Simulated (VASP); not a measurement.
Crystal: AlN.

```
CELL_PARAMETERS angstrom
3.18130 0.00000 0.00000
-1.59065 2.75509 0.00000
0.00000 0.00000 4.35040
ATOMIC_POSITIONS crystal
Al 0.33333 0.66667 0.00152
Al 0.66667 0.33333 0.50152
N 0.33333 0.66667 0.38348
N 0.66667 0.33333 0.88348
```

- Program: VASP 6.6.1
- Task: relaxation of the atoms
- Functional: LDA
- Potentials or basis: VASP PAW LDA potentials, release 64 (Al, N)
- Cutoff: 520 eV
- k mesh: 9 × 9 × 6
- Occupations: gaussian, width 0.05 eV
- Spin: no spin polarisation

At the start: pressure 24.0 GPa; volume 9.53 Å³/atom.

Task: Where does the relaxation end?

Result: Over 5 steps the energy falls by 203.6 meV/atom; space group P6_3mc (No. 186, to 0.05 Å).

The path:
| step | energy change (eV) | largest force (eV/Å) | pressure (GPa) |
| --- | --- | --- | --- |
| 1 | 0.0000 | 4.5826 | 23.98 |
| 2 | -0.7114 | 0.2085 | 5.78 |
| 3 | -0.8141 | 0.0519 | 8.91 |
| 4 | -0.8079 | 0.1788 | 7.81 |
| 5 | -0.8145 | 0.0098 | 8.62 |

Final structure:
```
Al N
1.0
     3.18130    0.00000    0.00000
    -1.59065    2.75509    0.00000
     0.00000    0.00000    4.35040
Al N
2 2
Direct
  0.33333 0.66667 0.97377
  0.66667 0.33333 0.47377
  0.33333 0.66667 0.41123
  0.66667 0.33333 0.91123
```
